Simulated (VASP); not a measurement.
Wanted: the native input for a VASP 6.6.1 run.

```
Task                   : single point
Functional             : PBE
Potentials or basis    : VASP PAW PBE potentials, release 64 (Hf_pv, B, O)
Cutoff                 : 520 eV
k mesh                 : 4 × 4 × 6
Occupations            : gaussian, width 0.1 eV
Spin                   : no spin polarisation
Dipole correction      : no
Further INCAR settings : ALGO = Normal; EDIFF = 1e-06; NBANDS = 24
```

The structure of Hf2B2O lies in POSCAR:

```
Hf2B2O
1.0
    3.4235733157     -3.1650746593      0.4249817091
    3.4235733157      3.1650746593      0.4249817091
   -1.8209952526      0.0000000000      2.6784080994
Hf B O
2 2 1
Direct
    0.7703635266      0.2296364734      0.5000000000
    0.2296125045      0.7703874955      0.5000000000
    0.6323837261      0.6324093566      0.1337385174
    0.3675906434      0.3676162739      0.8662614826
    1.0000495994     -0.0000495994      0.0000000000
```

These files were run (other wordings do the same):

INCAR

```
ALGO = Normal
EDIFF = 1E-6
ENCUT = 520
GGA = PE
ISIF = 2
ISMEAR = 0
LASPH = T
LCHARG = F
LREAL = F
LWAVE = F
NBANDS = 24
NELM = 100
PREC = Accurate
SIGMA = 0.1
```

KPOINTS

```
k-points
0
Gamma
  4 4 6
```

Potentials or basis: VASP PAW PBE potentials, release 64 (Hf_pv, B, O).

Launch:

```sh
$ cat potpaw_PBE.64/Hf_pv/POTCAR potpaw_PBE.64/B/POTCAR potpaw_PBE.64/O/POTCAR > POTCAR
$ mpirun -np 1 vasp_std > vasp.out
```

Results of the run:

- Pressure: -1.2 GPa
- Largest force: 0.099 eV/Å
- Band gap on the k mesh: zero (bands 16 and 17 overlap by 0.75 eV)

Caveat: the k points lie up to 0.36 Å⁻¹ apart, too coarse for converged energies and pressures of a metal; spin-orbit coupling is left out, which moves the levels of the heavy elements.

Run time: 26 s on 1 thread of AMD EPYC 9R45 96-Core Processor (Zen 5), with other jobs on the host, peak memory 0.18 GiB.
